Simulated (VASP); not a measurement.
# Ru (P6_3/mmc) in VASP: a series of runs

The runs below take Ru through relaxation of cell and atoms, with LDA.

Program: VASP 6.6.1. These are calculated values, not measurements. Logs are shortened: lines on timing, memory, paths and dates and some standing lists are left out, and cuts for length are marked.

**1. The cell of the first run**

The structure is hexagonal, space group P6_3/mmc (No. 194). Conventional cell: a = 2.672 Å, b = 2.672 Å, c = 4.230 Å, α = 90.00°, β = 90.00°, γ = 120.00°. Within 3.5 Å of Ru (site symmetry -6m2) lie 12 Ru at 2.62 to 2.67 Å.

**2. Relaxation of cell and atoms, LDA**

INCAR

```
SYSTEM = Ru
  PREC = Accurate
  ENCUT = 600
  EDIFF = 1E-6
  ISMEAR = 0
  SIGMA = 0.1
  LREAL = .False.
  LASPH = .True.
  NELM = 60
  ALGO = Fast
  ISIF = 3
  LWAVE = .False.
  LCHARG = .False.
  GGA = CA
  IBRION = 2
  NSW = 100
  EDIFFG = -0.005
```

KPOINTS

```
regular mesh
0
Gamma
  18 18 10
  0 0 0
```

POSCAR

```
Ru
1.0
    2.6719723996      0.0000000000      0.0000000000
   -1.3359861998      2.3139959763      0.0000000000
    0.0000000000      0.0000000000      4.2298370347
Ru
2
Direct
    0.3333333333      0.6666666667      0.2500000000
    0.6666666667      0.3333333333      0.7500000000
```

Potentials or basis: VASP PAW LDA potentials, release 64 (Ru_pv).

Launch:

```sh
> cat potpaw_LDA.64/Ru_pv/POTCAR > POTCAR
> mpirun -np 1 vasp_std > vasp.out
```

OUTCAR:

```text
SYSTEM = Ru
   PREC = Accurate
   ENCUT = 600
   EDIFF = 1E-6
   ISMEAR = 0
   LREAL = .False.
   LASPH = .True.
   NELM = 60
   ISIF = 3
   GGA = CA
   IBRION = 2
   NSW = 100
   EDIFFG = -0.005

 ion  position               nearest neighbor table
   1  0.333  0.667  0.250-   2 2.62   2 2.62   2 2.62   2 2.62   2 2.62   2 2.62
   2  0.667  0.333  0.750-   1 2.62   1 2.62   1 2.62   1 2.62   1 2.62   1 2.62

  LATTYP: Found a hexagonal cell.
 ALAT       =     2.6719723996
 C/A-ratio  =     1.5830391943

  Lattice vectors:

 A1 = (   2.6719723996,   0.0000000000,   0.0000000000)
 A2 = (  -1.3359861998,   2.3139959763,   0.0000000000)
 A3 = (   0.0000000000,   0.0000000000,   4.2298370347)

Analysis of symmetry for initial positions (statically):
=====================================================================
 Subroutine PRICEL returns:
 Original cell was already a primitive cell.

 Routine SETGRP: Setting up the symmetry group for a
 hexagonal supercell.

 Subroutine GETGRP returns: Found 24 space group operations
 (whereof 12 operations were pure point group operations)
 out of a pool of 24 trial point group operations.

The static configuration has the point symmetry D_3d.
 The point group associated with its full space group is D_6h.

Analysis of symmetry for dynamics (positions and initial velocities):
=====================================================================
 Subroutine PRICEL returns:
 Original cell was already a primitive cell.

 Routine SETGRP: Setting up the symmetry group for a
 hexagonal supercell.

 Subroutine GETGRP returns: Found 24 space group operations
 (whereof 12 operations were pure point group operations)
 out of a pool of 24 trial point group operations.

The dynamic configuration has the point symmetry D_3d.
 The point group associated with its full space group is D_6h.

 Subroutine INISYM returns: Found 24 space group operations
 (whereof 12 operations are pure point group operations),
 and found     1 'primitive' translations

----------------------------------------------------------------------------------------

                                     Primitive cell

  volume of cell :      26.1528

  direct lattice vectors                    reciprocal lattice vectors
     2.671972400  0.000000000  0.000000000     0.374255363  0.216076434  0.000000000
    -1.335986200  2.313995976  0.000000000     0.000000000  0.432152869  0.000000000
     0.000000000  0.000000000  4.229837035     0.000000000  0.000000000  0.236415728

  length of vectors
     2.671972400  2.671972400  4.229837035     0.432152869  0.432152869  0.236415728

  position of ions in fractional coordinates (direct lattice)
     0.333333333  0.666666667  0.250000000
     0.666666667  0.333333333  0.750000000

  ion indices of the primitive-cell ions
   primitive index   ion index
                 1           1
                 2           2

----------------------------------------------------------------------------------------

 KPOINTS: regular mesh

Automatic generation of k-mesh.
 Grid dimensions read from file:
 generate k-points for:   18   18   10

 Generating k-lattice:

  Cartesian coordinates                     Fractional coordinates (reciprocal lattice)
     0.020791965  0.012004246  0.000000000     0.055555556  0.000000000  0.000000000
     0.000000000  0.024008493  0.000000000     0.000000000  0.055555556  0.000000000
     0.000000000  0.000000000  0.023641573     0.000000000  0.000000000  0.100000000

  Length of vectors
     0.024008493  0.024008493  0.023641573

  Shift w.r.t. Gamma in fractional coordinates (k-lattice)
     0.000000000  0.000000000  0.000000000

 Subroutine IBZKPT returns following result:
 ===========================================

 Found    222 irreducible k-points:

 Following reciprocal coordinates:
            Coordinates               Weight
  0.000000  0.000000  0.000000      1.000000
  0.055556 -0.000000  0.000000      6.000000
  0.111111 -0.000000  0.000000      6.000000
  0.166667  0.000000  0.000000      6.000000
  0.222222  0.000000  0.000000      6.000000
  0.277778 -0.000000  0.000000      6.000000
[... 16 lines left out ...]
  0.333333  0.111111  0.000000     12.000000
  0.388889  0.111111  0.000000     12.000000
 [... further k-points ...]
   k-points           NKPTS =    222   k-points in BZ     NKDIM =    222   number of bands    NBANDS=     18
   number of dos      NEDOS =    301   number of ions     NIONS =      2
   total plane-waves  NPLWV =  20736
   dimension x,y,z NGX =    24 NGY =   24 NGZ =   36
   dimension x,y,z NGXF=    48 NGYF=   48 NGZF=   72
   ions per type =               2
   NGX,Y,Z   is equivalent  to a cutoff of  14.93, 14.93, 14.15 a.u.
   NGXF,Y,Z  is equivalent  to a cutoff of  29.86, 29.86, 28.30 a.u.
 SYSTEM =  Ru
   PREC   = accura    normal or accurate (medium, high low for compatibility)
   ISTART =      0    job   : 0-new  1-cont  2-samecut
   ICHARG =      2    charge: 1-file 2-atom 10-const
   ISPIN  =      1    spin polarized calculation?
   LNONCOLLINEAR =      F non collinear calculations
   LSORBIT =      F    spin-orbit coupling
   LASPH  =      T    aspherical Exc in radial PAW
   ENCUT  =  600.0 eV  44.10 Ry    6.64 a.u.   5.34  5.34  8.45*2*pi/ulx,y,z
   NELM   =     60;   NELMIN=  2; NELMDL= -5     # of ELM steps
   EDIFF  = 0.1E-05   stopping-criterion for ELM
   LREAL  =      F    real-space projection
   EDIFFG = -.5E-02   stopping-criterion for IOM
   NSW    =    100    number of steps for IOM
   IBRION =      2    ionic relax: 0-MD 1-quasi-New 2-CG
   NFREE  =      1    steps in history (QN), initial steepest desc. (CG)
   ISIF   =      3    stress and relaxation
   ISYM   =      2    0-nonsym 1-usesym 2-fastsym
   POTIM  = 0.5000    time-step for ionic-motion
   TEBEG  =    0.0;   TEEND  =   0.0 temperature during run
   PSTRESS=    0.0 pullay stress
   NELECT =      28.0000    total number of electrons
   NUPDOWN=      -1.0000    fix difference up-down
   EMIN   =  10.00;   EMAX   =-10.00  energy-range for DOS
   EFERMI =   0.00;   METHOD = LEGACY
   ISMEAR =     0;   SIGMA  =   0.10  broadening in eV -4-tet -1-fermi 0-gaus
   EFERMI_NEDOS =   21; number of points for ismear=-14 and -15
   IALGO  =     68    algorithm
   IMIX   =      4    mixing-type and parameters
     AMIX     =   0.40;   BMIX     =  1.00
     AMIX_MAG =   1.60;   BMIX_MAG =  1.00
  volume/ion in A,a.u.               =      13.08        88.24
  Fermi-wavevector in a.u.,A,eV,Ry     =   1.674768  3.164853 38.162293  2.804849
  Thomas-Fermi vector in A             =   2.759506
   LORBIT       =      0    0 simple, 1 ext, 2 COOP (PROOUT), +10 PAW based schemes
   GGA     = CA    functional components
   LHFCALC =     F    Hartree Fock is set to
   AEXX    =    0.0000 exact exchange contribution
   IVDW    =     0    specifies the selected vdW correction
   LEPSILON=     F    determine dielectric tensor
   LRPA    =     F    only Hartree local field effects (RPA)
 conjugate gradient relaxation of ions
 non-spin polarized calculation
 RMM-DIIS sequential band-by-band and
 Gauss-broadening in eV      SIGMA  =   0.10
  energy-cutoff  :      600.00
  volume of cell :       26.15
 maximum number of plane-waves:       899
 NGX is ok and might be reduce to    24
   NGX = 11   NGY = 11   NGZ = 17

--------------------------------------- Ionic step        1  -------------------------------------------

 number of electron      27.9999993 magnetization

 Free energy of the ion-electron system (eV)
  ---------------------------------------------------
  ext. energy  EPLUGINS =         0.00000000
  ---------------------------------------------------
  free energy    TOTEN  =       -21.39335614 eV

  energy without entropy =      -21.38482829  energy(sigma->0) =      -21.38909221

------------------------ aborting loop because EDIFF is reached ----------------------------------------

  FORCE on cell =-STRESS in cart. coord.  units (eV):
  Direction    XX          YY          ZZ          XY          YZ          ZX
  --------------------------------------------------------------------------------------
  -------------------------------------------------------------------------------------
  Total        0.2027143      0.2027143      0.0956317     -0.0000000      0.0000000      0.0000000
  in kB       12.4187169     12.4187169      5.8586047     -0.0000000      0.0000000      0.0000000
  external PRESSURE =      10.2320128 kB  Pullay stress =       0.0000000 kB
[... 129 lines left out ...]
  energy  without entropy=      -21.3850910125  energy(sigma->0) =      -21.38939980

--------------------------------------- Ionic step        5  -------------------------------------------

 number of electron      27.9999993 magnetization

 Free energy of the ion-electron system (eV)
  ---------------------------------------------------
  ext. energy  EPLUGINS =         0.00000000
  ---------------------------------------------------
  free energy    TOTEN  =       -21.39372162 eV

  energy without entropy =      -21.38511542  energy(sigma->0) =      -21.38941852

 E-fermi :  13.3278     XC(G=0): -14.5913

 val. band max:       13.3257008503   @ k =   0.1667   0.1111   0.3000
 cond. band min:      13.3452993153   @ k =   0.4444   0.1111   0.5000
 fundamental gap:      0.0195984651
 Fermi energy:        13.3278317742

 k-point     1 :       0.0000    0.0000    0.0000
  band No.  band energies     occupation
      1     -30.2662      2.00000
      2     -29.2015      2.00000
      3     -29.2015      2.00000
      4     -29.0081      2.00000
      5     -29.0081      2.00000
      6     -28.9623      2.00000
[... 10 lines left out ...]
     17      14.5921      0.00000
     18      14.6827      0.00000
[... 466 lines left out ...]
      2     -29.7894      2.00000
      3     -29.7195      2.00000
      4     -29.5064      2.00000
      5     -29.2932      2.00000
      6     -29.2037      2.00000
[... 10 lines left out ...]
     17      17.2784      0.00000
     18      21.0191      0.00000

 [... further k-points ...]

------------------------ aborting loop because EDIFF is reached ----------------------------------------

  FORCE on cell =-STRESS in cart. coord.  units (eV):
  Direction    XX          YY          ZZ          XY          YZ          ZX
  --------------------------------------------------------------------------------------
  -------------------------------------------------------------------------------------
  Total       -0.0098817     -0.0098817     -0.0002951      0.0000000     -0.0000000      0.0000000
  in kB       -0.6033440     -0.6033440     -0.0180191      0.0000000     -0.0000000      0.0000000
  external PRESSURE =      -0.4082357 kB  Pullay stress =       0.0000000 kB
[... 17 lines left out ...]
  FREE ENERGIE OF THE ION-ELECTRON SYSTEM (eV)
  ---------------------------------------------------
  free  energy   TOTEN  =       -21.3937216179 eV

  energy  without entropy=      -21.3851154185  energy(sigma->0) =      -21.38941852

 reached required accuracy - stopping structural energy minimisation
```

It took 4.1 min on 1 thread of AMD EPYC 9R45 (Zen 5), shared host; peak memory 0.19 GiB.

What came out:

```
Free energy                           : -21.3937 eV
Relaxed volume                        : 13.12 Å³/atom
Relaxed cell                          : a = 2.676 Å, b = 2.676 Å, c = 4.230 Å, α = 90.00°, β = 90.00°, γ = 120.00°
Space group after relaxing (to 0.1 Å) : P6_3/mmc (No. 194)
Energy gained by relaxing             : 0.2 meV/atom
Ionic steps                           : 5
Pressure after relaxing               : 0.0 GPa
Band gap on the k mesh                : zero (bands 14 and 15 overlap by 3.31 eV)
```

Step by step:
```
step  energy change (eV)  largest force (eV/Å)  pressure (GPa)  volume (Å³)
   1              0.0000                0.0000            1.02        26.15
   2              0.0020                0.0000           -3.30        26.47
   3             -0.0004                0.0000           -0.05        26.24
   4             -0.0004                0.0000            0.00        26.24
   5             -0.0004                0.0000           -0.04        26.24
```

Final structure:
```xyz
2
Lattice="2.6763 0.0000 0.0000 -1.3382 2.3178 0.0000 0.0000 0.0000 4.2303" Properties=species:S:1:pos:R:3 pbc="T T T"
Ru    0.0000    1.5452    1.0576
Ru    1.3382    0.7726    3.1727
```

Levels at points of the mesh, in eV from the Fermi level:
| k point | band 10 | band 11 | band 12 | band 13 | band 14 | band 15 | band 16 | band 17 | band 18 |
| --- | --- | --- | --- | --- | --- | --- | --- | --- | --- |
| (0.00, 0.00, 0.00) | -2.75 | -2.55 | -2.02 | -2.02 | -1.47 | -1.47 | 1.26 | 1.26 | 1.35 |
| (0.50, 0.00, 0.00) | -3.19 | -2.16 | -1.85 | -1.59 | 1.53 | 1.98 | 2.07 | 4.28 | 6.37 |
| (0.00, 0.00, 0.50) | -2.92 | -2.92 | -2.92 | -2.82 | -2.82 | 0.60 | 0.60 | 0.60 | 0.60 |
| (0.50, 0.00, 0.50) | -4.77 | -1.12 | -1.12 | 0.48 | 0.48 | 1.80 | 1.80 | 3.54 | 3.54 |

**3. Relaxation of cell and atoms, LDA**

INCAR

```
  PREC = Accurate
  ENCUT = 600
  EDIFF = 1E-6
  ISMEAR = -1
  SIGMA = 0.15
  LREAL = F
  LASPH = T
  NELM = 60
  ALGO = Fast
  ISIF = 3
  LWAVE = F
  LCHARG = F
  GGA = CA
  IBRION = 2
  NSW = 80
  EDIFFG = -0.001
```

KPOINTS

```
Automatic mesh
0
Gamma
  18 18 10
```

POSCAR

```
Ru
1.0
    2.6738880309      0.0000000000      0.0000000000
   -1.3369440154      2.3156549616      0.0000000000
    0.0000000000      0.0000000000      4.2264047801
Ru
2
Direct
    0.3333333333      0.6666666667      0.2500000000
    0.6666666667      0.3333333333      0.7500000000
```

Potentials or basis: VASP PAW LDA potentials, release 64 (Ru_pv).

Launch:

```sh
> cat potpaw_LDA.64/Ru_pv/POTCAR > POTCAR
> mpirun -np 1 vasp_std > vasp.out
```

Run time: 8.2 min. Hardware: 1 thread of AMD EPYC 9R45 (Zen 5), shared host; peak memory 0.19 GiB.

The run converged. Its results:

- Free energy: -21.4486 eV
- Relaxed volume: 13.14 Å³/atom
- Relaxed cell: a = 2.678 Å, b = 2.678 Å, c = 4.230 Å, α = 90.00°, β = 90.00°, γ = 120.00°
- Space group after relaxing (to 0.1 Å): P6_3/mmc (No. 194)
- Energy gained by relaxing: 0.3 meV/atom
- Ionic steps: 22
- Pressure after relaxing: 0.0 GPa
- Band gap on the k mesh: zero (bands 14 and 15 overlap by 3.30 eV)

Step by step:
```tsv
step	energy change (eV)	largest force (eV/Å)	pressure (GPa)	volume (Å³)
1	0.0000	0.0000	1.33	26.17
2	0.0035	0.0000	-4.20	26.58
3	-0.0005	0.0000	-0.01	26.28
4	-0.0005	0.0000	-0.06	26.28
5	-0.0005	0.0000	0.27	26.26
6	-0.0005	0.0000	0.13	26.27
7	-0.0005	0.0000	0.00	26.27
8	-0.0005	0.0000	0.01	26.27
9	-0.0005	0.0000	0.04	26.27
10	-0.0005	0.0000	0.03	26.27
11	-0.0005	0.0000	0.03	26.27
12	-0.0005	0.0000	0.05	26.27
13	-0.0005	0.0000	0.02	26.28
14	-0.0005	0.0000	-0.02	26.28
15	-0.0005	0.0000	0.03	26.27
16	-0.0005	0.0000	-0.01	26.27
17	-0.0005	0.0000	0.03	26.27
18	-0.0005	0.0000	0.04	26.27
19	-0.0005	0.0000	0.04	26.27
20	-0.0005	0.0000	0.03	26.27
21	-0.0005	0.0000	-0.03	26.28
22	-0.0005	0.0000	0.00	26.28
```

Final structure:
```
Ru
1.0
     2.67808    0.00000    0.00000
    -1.33904    2.31928    0.00000
     0.00000    0.00000    4.23034
Ru
2
Direct
  0.33333 0.66667 0.25000
  0.66667 0.33333 0.75000
```

Levels at points of the mesh, in eV from the Fermi level:
| k point | band 10 | band 11 | band 12 | band 13 | band 14 | band 15 | band 16 | band 17 | band 18 |
| --- | --- | --- | --- | --- | --- | --- | --- | --- | --- |
| (0.00, 0.00, 0.00) | -2.76 | -2.56 | -2.03 | -2.03 | -1.49 | -1.49 | 1.24 | 1.24 | 1.34 |
| (0.50, 0.00, 0.00) | -3.21 | -2.17 | -1.87 | -1.60 | 1.50 | 1.95 | 2.04 | 4.25 | 6.34 |
| (0.00, 0.00, 0.50) | -2.94 | -2.94 | -2.94 | -2.84 | -2.84 | 0.57 | 0.57 | 0.57 | 0.57 |
| (0.50, 0.00, 0.50) | -4.78 | -1.14 | -1.14 | 0.46 | 0.46 | 1.77 | 1.77 | 3.51 | 3.51 |
